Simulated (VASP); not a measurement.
Runs of VASP 6.6.1 on Ga. The structure is that of space group Pm-3m (No. 221), or close to it. The cells are those of the table. 

| task | cell | cutoff (eV) | gap on the mesh (eV) | pressure (GPa) |
| --- | --- | --- | --- | --- |
| single point | a = 2.348 Å, 1 atom | 520 | none | (a) |
| single point | a = 2.511 Å, 1 atom | 520 | none | 20.2 |
| single point | a = 2.723 Å, 1 atom | 520 | none | 0.3 |
| relaxation of cell and atoms | relaxed from a = 2.550 Å, 1 atom | 600 | none | 0.2 |
| relaxation of cell and atoms | relaxed to 40 GPa from a = 2.550 Å, 1 atom | 600 | none | 40.2 |
| single point | a = 2.412 Å, 1 atom | 520 | none | 40.3 |
| relaxation of cell and atoms | relaxed to 20 GPa from a = 2.550 Å, 1 atom | 600 | none | 20.1 |
| relaxation of cell and atoms | relaxed to 60 GPa from a = 2.550 Å, 1 atom | 600 | none | 60.1 |

Alike in all rows: level PBE; potentials or basis VASP PAW PBE potentials, release 64 (Ga_d); no spin polarisation; k mesh 10 × 10 × 10; smearing methfessel-paxton 0.05 eV.

Problem. Fill in the values left out.

Solution. (a) 60.5.

Caveats: the cell is relaxed towards a set pressure, so the enthalpy falls and the energy may rise (some runs).

A k mesh can miss the band edges, and the runs leave out spin-orbit coupling on Ga.

A gap of «none» marks levels without a gap at the run's occupations.
